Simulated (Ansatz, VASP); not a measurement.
# H2CCl2 in VASP and in Ansatz

```
Cl C H
1.0
    14.00000    0.00000    0.00000
     0.00000   14.50000    0.00000
     0.00000    0.00000   15.00000
Cl C H
2 1 2
Direct
  0.39335 0.55810 0.49412
  0.60528 0.55412 0.49369
  0.49796 0.48852 0.49757
  0.49734 0.44992 0.56006
  0.49692 0.44295 0.43964
```

Alike in both runs: functional PBE; dispersion D3(BJ); k mesh 1 × 1 × 1; occupations gaussian, width 0.005 eV; no spin polarisation.

Ansatz relaxed the structure, and its values are those at the end. VASP's run is a single point on that final structure, the one shown.

|  | VASP | Ansatz |
| --- | --- | --- |
| version | VASP 6.6.1 | Ansatz 0.2.0 |
| potentials or method | VASP PAW PBE potentials, release 64 (Cl, C_h, H_h), cutoff 1000 eV | scalar-relativistic, plane waves, PAW |
| valence electrons in the cell | 20 | 20 |

Ansatz gave:

```
gap on the k mesh at the Fermi level (eV) : 5.76
rms of the force components (eV/Å)        : 0.001
```

Problem. Which values does VASP return?

Solution. gap on the k mesh at the Fermi level (eV): 5.81; rms of the force components (eV/Å): 0.049.
